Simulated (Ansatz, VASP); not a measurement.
## One calculation of TiO2, two programs

```xyz
3
Lattice="0.0000 2.3968 2.3968 2.3968 0.0000 2.3968 2.3968 2.3968 0.0000" Properties=species:S:1:pos:R:3 pbc="T T T"
Ti    0.0000    0.0000    0.0000
O     1.1984    1.1984    1.1984
O     3.5952    3.5952    3.5952
```

Alike in both runs: task single point; functional HSE06; k mesh 6 × 6 × 6; no spin polarisation.

```csv
,VASP,Ansatz
version,VASP 6.6.1,Ansatz 0.2.0
potentials or method,"VASP PAW PBE potentials, release 64 (Ti_sv, O)","plane waves, PAW"
plane-wave cutoff (eV),520,420
occupations,"gaussian, width 0.01 eV",fixed
valence electrons in the cell,24,24
```

Ansatz gave:

| Property | Result |
| --- | --- |
| gap on the k mesh at the Fermi level (eV) | 2.63 |
| pressure (GPa) | -3.9 |

Q: Estimate VASP's values.

A: gap on the k mesh at the Fermi level (eV): 2.60; pressure (GPa): -3.0.

Ansatz's warnings: stress exchange threshold loose, stress scf threshold loose.
